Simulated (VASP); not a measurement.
Set up this calculation in VASP 6.6.1, as the native input.

```
Task                   : single point
Functional             : PBE
Potentials or basis    : VASP PAW PBE potentials, release 64 (Ti_sv, Te)
Cutoff                 : 520 eV
k mesh                 : 12 × 12 × 8
Occupations            : gaussian, width 0.15 eV
Spin                   : no spin polarisation
Dipole correction      : no
Further INCAR settings : ALGO = Normal; EDIFF = 1e-06; NBANDS = 19
```

The structure of TiTe2 lies in POSCAR:

```
TiTe2
1.0
    3.7770008876      0.0000000000     -0.1416375333
   -1.8885004438      3.2709787188      0.0708187666
   -0.2436750000      0.0000000000      6.4980000000
Ti Te
1 2
Direct
    0.0000000000      0.0000000000      0.0000000000
    0.6666666667      0.3333333333      0.2628000000
    0.3333333333      0.6666666667      0.7372000000
```

This cell differs from its parent crystal: strain -0.0750 x Voigt [0, 0, 0, 0, 1, 0].

One way to write it, as run:

INCAR

```
SYSTEM = TiTe2
PREC = Accurate
ENCUT = 520
EDIFF = 1E-6
ISMEAR = 0
SIGMA = 0.15
LREAL = .FALSE.
LASPH = .TRUE.
NELM = 60
ALGO = Normal
ISIF = 2
LWAVE = .FALSE.
LCHARG = .FALSE.
GGA = PE
NBANDS = 19
```

KPOINTS

```
Automatic mesh
0
G
  12 12 8
  0 0 0
```

Potentials or basis: VASP PAW PBE potentials, release 64 (Ti_sv, Te).

Command:

```bash
$ cat potpaw_PBE.64/Ti_sv/POTCAR potpaw_PBE.64/Te/POTCAR > POTCAR
$ mpirun -np 1 vasp_std > vasp.out
```

It gave:

- Pressure: 1.4 GPa
- Largest force: 0.527 eV/Å
- Band gap on the k mesh: zero (band 12 reaches 7.30 eV, above the bottom of band 13 at 6.51 eV)

Caveat: the cell differs from its parent crystal (strain -0.0750 x Voigt [0, 0, 0, 0, 1, 0]); spin-orbit coupling is left out, which moves the levels of the heavy elements.

Wall time 14 min on 1 thread of Intel Xeon 6975P-C, with other jobs on the host, peak memory 0.88 GiB.
